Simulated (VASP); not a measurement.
# BP2 (I4/mmm) in VASP: a series of runs

BP2 is run at these levels: PBE; tasks: single point.

All numbers are computed with VASP 6.6.1; they aren't measurements. Logs are shortened: lines on timing, memory, paths and dates and some standing lists are left out, and cuts for length are marked.

### 1 The cell of the first run

The structure is tetragonal, space group I4/mmm (No. 139). The conventional cell has a = 4.057 Å, b = 4.057 Å, c = 4.711 Å, α = 90.00°, β = 90.00°, γ = 90.00°. Within 2.7 Å of B (site symmetry 4/mmm) lie 4 P at 2.03 Å. P (site symmetry mmm) has 2 B at 2.03 Å and 2 P at 2.36 Å within 2.7 Å.

The cell was built from a structure type or drawn by symmetry, and may not be a known phase.

### 2 Single point, PBE

Input file INCAR:

```
PREC = Accurate
ENCUT = 500
EDIFF = 1E-6
ISMEAR = 0
SIGMA = 0.2
LREAL = False
LASPH = True
NELM = 120
ALGO = Normal
ISIF = 2
LWAVE = False
LCHARG = False
GGA = PE
NBANDS = 14
GGA_COMPAT = False
```

Input file KPOINTS:

```
Automatic mesh
0
Gamma
  6 6 6
```

Input file POSCAR:

```
BP2
1.0
   -2.0286669159      2.0286669159      2.3555811101
    2.0286669159     -2.0286669159      2.3555811101
    2.0286669159      2.0286669159     -2.3555811101
B P
1 2
Direct
    0.0000000000      0.0000000000      0.0000000000
    0.5000000000      0.0000000000      0.5000000000
    0.0000000000      0.5000000000      0.5000000000
```

Potentials or basis: VASP PAW PBE potentials, release 64 (B, P).

On the command line:

```bash
$ cat potpaw_PBE.64/B/POTCAR potpaw_PBE.64/P/POTCAR > POTCAR
$ mpirun -np 1 vasp_std > vasp.out
```

OUTCAR:

```text
PREC = Accurate
   ENCUT = 500
   EDIFF = 1E-6
   ISMEAR = 0
   LREAL = False
   LASPH = True
   NELM = 120
   ISIF = 2
   GGA = PE

 ion  position               nearest neighbor table
   1  0.000  0.000  0.000-   2 2.03   3 2.03   3 2.03   2 2.03
   2  0.500  0.000  0.500-   1 2.03   1 2.03   3 2.36   3 2.36   3 2.87   3 2.87   3 2.87   3 2.87

   3  0.000  0.500  0.500-   1 2.03   1 2.03   2 2.36   2 2.36   2 2.87   2 2.87   2 2.87   2 2.87

  LATTYP: Found a body centered tetragonal cell.
 ALAT       =     4.0573338318
 C/A-ratio  =     1.1611472991

  Lattice vectors:

 A1 = (  -2.0286669159,   2.0286669159,   2.3555811101)
 A2 = (   2.0286669159,  -2.0286669159,   2.3555811101)
 A3 = (   2.0286669159,   2.0286669159,  -2.3555811101)

Analysis of symmetry for initial positions (statically):
=====================================================================
 Subroutine PRICEL returns:
 Original cell was already a primitive cell.

 Routine SETGRP: Setting up the symmetry group for a
 body centered tetragonal supercell.

 Subroutine GETGRP returns: Found 16 space group operations
 (whereof 16 operations were pure point group operations)
 out of a pool of 16 trial point group operations.

The static configuration has the point symmetry D_4h.

Analysis of symmetry for dynamics (positions and initial velocities):
=====================================================================
 Subroutine PRICEL returns:
 Original cell was already a primitive cell.

 Routine SETGRP: Setting up the symmetry group for a
 body centered tetragonal supercell.

 Subroutine GETGRP returns: Found 16 space group operations
 (whereof 16 operations were pure point group operations)
 out of a pool of 16 trial point group operations.

The dynamic configuration has the point symmetry D_4h.

 Subroutine INISYM returns: Found 16 space group operations
 (whereof 16 operations are pure point group operations),
 and found     1 'primitive' translations

----------------------------------------------------------------------------------------

                                     Primitive cell

  volume of cell :      38.7775

  direct lattice vectors                    reciprocal lattice vectors
    -2.028666916  2.028666916  2.355581110     0.000000000  0.246467272  0.212261848
     2.028666916 -2.028666916  2.355581110     0.246467272  0.000000000  0.212261848
     2.028666916  2.028666916 -2.355581110     0.246467272  0.246467272  0.000000000

  length of vectors
     3.712107390  3.712107390  3.712107390     0.325270977  0.325270977  0.348557358

  position of ions in fractional coordinates (direct lattice)
     0.000000000  0.000000000  0.000000000
     0.500000000  0.000000000  0.500000000
     0.000000000  0.500000000  0.500000000

  ion indices of the primitive-cell ions
   primitive index   ion index
                 1           1
                 2           2
                 3           3

----------------------------------------------------------------------------------------

 KPOINTS: Automatic mesh

Automatic generation of k-mesh.
 Grid dimensions read from file:
 generate k-points for:    6    6    6

 Generating k-lattice:

  Cartesian coordinates                     Fractional coordinates (reciprocal lattice)
     0.000000000  0.041077879  0.035376975     0.166666667  0.000000000  0.000000000
     0.041077879  0.000000000  0.035376975     0.000000000  0.166666667  0.000000000
     0.041077879  0.041077879  0.000000000     0.000000000  0.000000000  0.166666667

  Length of vectors
     0.054211829  0.054211829  0.058092893

  Shift w.r.t. Gamma in fractional coordinates (k-lattice)
     0.000000000  0.000000000  0.000000000

 Subroutine IBZKPT returns following result:
 ===========================================

 Found     30 irreducible k-points:

 Following reciprocal coordinates:
            Coordinates               Weight
  0.000000  0.000000  0.000000      1.000000
  0.166667  0.000000  0.000000      8.000000
  0.333333 -0.000000  0.000000      8.000000
  0.500000 -0.000000  0.000000      4.000000
  0.166667  0.166667  0.000000      8.000000
  0.333333  0.166667  0.000000     16.000000
[... 16 lines left out ...]
 -0.333333 -0.333333  0.166667      8.000000
 -0.166667 -0.333333  0.166667      8.000000
 [... further k-points ...]
   k-points           NKPTS =     30   k-points in BZ     NKDIM =     30   number of bands    NBANDS=     14
   number of dos      NEDOS =    301   number of ions     NIONS =      3
   total plane-waves  NPLWV =  21952
   dimension x,y,z NGX =    28 NGY =   28 NGZ =   28
   dimension x,y,z NGXF=    56 NGYF=   56 NGZF=   56
   ions per type =               1   2
   NGX,Y,Z   is equivalent  to a cutoff of  12.54, 12.54, 12.54 a.u.
   NGXF,Y,Z  is equivalent  to a cutoff of  25.08, 25.08, 25.08 a.u.
 SYSTEM =  unknown system
   PREC   = accura    normal or accurate (medium, high low for compatibility)
   ISTART =      0    job   : 0-new  1-cont  2-samecut
   ICHARG =      2    charge: 1-file 2-atom 10-const
   ISPIN  =      1    spin polarized calculation?
   LNONCOLLINEAR =      F non collinear calculations
   LSORBIT =      F    spin-orbit coupling
   LASPH  =      T    aspherical Exc in radial PAW
   ENCUT  =  500.0 eV  36.75 Ry    6.06 a.u.   6.77  6.77  6.77*2*pi/ulx,y,z
   NELM   =    120;   NELMIN=  2; NELMDL= -5     # of ELM steps
   EDIFF  = 0.1E-05   stopping-criterion for ELM
   LREAL  =      F    real-space projection
[... 7 lines left out ...]
   TEBEG  =    0.0;   TEEND  =   0.0 temperature during run
   PSTRESS=    0.0 pullay stress
   NELECT =      13.0000    total number of electrons
   NUPDOWN=      -1.0000    fix difference up-down
   EMIN   =  10.00;   EMAX   =-10.00  energy-range for DOS
   EFERMI =   0.00;   METHOD = LEGACY
   ISMEAR =     0;   SIGMA  =   0.20  broadening in eV -4-tet -1-fermi 0-gaus
   EFERMI_NEDOS =   21; number of points for ismear=-14 and -15
   IALGO  =     38    algorithm
   IMIX   =      4    mixing-type and parameters
     AMIX     =   0.40;   BMIX     =  1.00
     AMIX_MAG =   1.60;   BMIX_MAG =  1.00
  volume/ion in A,a.u.               =      12.93        87.23
  Fermi-wavevector in a.u.,A,eV,Ry     =   1.137268  2.149125 17.597479  1.293378
  Thomas-Fermi vector in A             =   2.273973
   LORBIT       =      0    0 simple, 1 ext, 2 COOP (PROOUT), +10 PAW based schemes
   GGA     = PE    functional components
   LHFCALC =     F    Hartree Fock is set to
   AEXX    =    0.0000 exact exchange contribution
   IVDW    =     0    specifies the selected vdW correction
   LEPSILON=     F    determine dielectric tensor
   LRPA    =     F    only Hartree local field effects (RPA)
 non-spin polarized calculation
 Gauss-broadening in eV      SIGMA  =   0.20
  energy-cutoff  :      500.00
  volume of cell :       38.78
 maximum number of plane-waves:      1005
   NGX = 13   NGY = 13   NGZ = 13

 number of electron      13.0000001 magnetization

 Free energy of the ion-electron system (eV)
  ---------------------------------------------------
  ext. energy  EPLUGINS =         0.00000000
  ---------------------------------------------------
  free energy    TOTEN  =       -14.65716077 eV

  energy without entropy =      -14.62170750  energy(sigma->0) =      -14.63943414

 E-fermi :   8.2810     XC(G=0): -11.1128

 val. band max:        8.2731661385   @ k =  -0.3333   0.3333   0.1667
 cond. band min:       8.2996633866   @ k =   0.1667   0.1667   0.1667
 fundamental gap:      0.0264972481
 Fermi energy:         8.2809520236

 k-point     1 :       0.0000    0.0000    0.0000
  band No.  band energies     occupation
      1      -7.9203      2.00000
      2       3.1839      2.00000
      3       3.1839      2.00000
      4       3.3057      2.00000
      5       3.7196      2.00000
      6       7.1534      2.00000
      7       8.4851      0.14877
      8       8.4851      0.14877
      9       9.2876      0.00000
     10      11.6322      0.00000
     11      11.6322      0.00000
     12      12.5810      0.00000
     13      14.0156      0.00000
     14      16.2572      0.00000

 k-point     2 :       0.1667    0.0000    0.0000
  band No.  band energies     occupation
      1      -7.5476      2.00000
      2       0.5996      2.00000
      3       2.9553      2.00000
      4       3.2918      2.00000
      5       5.4310      2.00000
      6       7.3282      2.00000
      7       7.5904      2.00000
      8       7.6398      1.99999
      9       9.7711      0.00000
     10      12.6358      0.00000
     11      13.1931      0.00000
     12      13.7816      0.00000
     13      14.2079      0.00000
     14      16.5789      0.00000

 k-point     3 :       0.3333   -0.0000    0.0000
  band No.  band energies     occupation
      1      -6.4461      2.00000
      2      -2.1848      2.00000
      3       2.5663      2.00000
      4       3.0303      2.00000
      5       6.1485      2.00000
      6       6.3665      2.00000
      7       6.5185      2.00000
      8       8.6797      0.00481
      9      11.0662      0.00000
     10      12.2749      0.00000
     11      15.1748      0.00000
     12      15.6600      0.00000
     13      16.5371      0.00000
     14      17.5726      0.00000
[... 324 lines left out ...]
 k-point    23 :      -0.3333   -0.3333    0.1667
  band No.  band energies     occupation
      1      -4.9690      2.00000
      2      -3.0182      2.00000
      3       0.1466      2.00000
      4       3.0162      2.00000
      5       3.3279      2.00000
      6       6.8116      2.00000
      7       7.4981      2.00000
      8       9.9640      0.00000
      9      11.8158      0.00000
     10      12.8353      0.00000
     11      16.7082      0.00000
     12      18.5561      0.00000
     13      19.0022      0.00000
     14      19.2007      0.00000

 k-point    24 :      -0.1667   -0.3333    0.1667
  band No.  band energies     occupation
      1      -6.2459      2.00000
      2      -1.8343      2.00000
      3       1.8206      2.00000
      4       2.0413      2.00000
      5       4.9143      2.00000
      6       7.8372      1.99830
      7       8.0040      1.94979
      8       8.2588      1.12471
      9      10.2904      0.00000
     10      11.9422      0.00000
     11      15.2875      0.00000
     12      16.8336      0.00000
     13      17.1734      0.00000
     14      19.1866      0.00000

 [... further k-points ...]

------------------------ aborting loop because EDIFF is reached ----------------------------------------

  FORCE on cell =-STRESS in cart. coord.  units (eV):
  Direction    XX          YY          ZZ          XY          YZ          ZX
  --------------------------------------------------------------------------------------
  -------------------------------------------------------------------------------------
  Total       -0.0208245     -0.0208245     -0.0065273      0.0000000      0.0000000      0.0000000
  in kB       -0.8604093     -0.8604093     -0.2696913      0.0000000      0.0000000      0.0000000
  external PRESSURE =      -0.6635033 kB  Pullay stress =       0.0000000 kB

 VOLUME and BASIS-vectors are now :
 -----------------------------------------------------------------------------
  energy-cutoff  :      500.00
  volume of cell :       38.78
      direct lattice vectors                 reciprocal lattice vectors
    -2.028666916  2.028666916  2.355581110     0.000000000  0.246467272  0.212261848
     2.028666916 -2.028666916  2.355581110     0.246467272  0.000000000  0.212261848
     2.028666916  2.028666916 -2.355581110     0.246467272  0.246467272  0.000000000

 POSITION                                       TOTAL-FORCE (eV/Angst)
 -----------------------------------------------------------------------------------
      0.00000      0.00000      0.00000        -0.000000      0.000000     -0.000000
      0.00000      2.02867      0.00000         0.000000     -0.000000      0.000000
      2.02867      0.00000      0.00000        -0.000000      0.000000     -0.000000
 -----------------------------------------------------------------------------------
    total drift:                                0.000000      0.000000     -0.000000

  FREE ENERGIE OF THE ION-ELECTRON SYSTEM (eV)
  ---------------------------------------------------
  free  energy   TOTEN  =       -14.6571607740 eV

  energy  without entropy=      -14.6217075027  energy(sigma->0) =      -14.63943414
```

Wall time 24 s (1 thread of Intel Xeon 8259CL, shared host); peak memory 0.15 GiB.

Results:

```yaml
Free_energy: -14.6572 eV
Pressure: -0.1 GPa
Band_gap_on_the_k_mesh: zero (an odd number of electrons rules out a gap without spin polarisation)
```

[end of part 1 of 2]
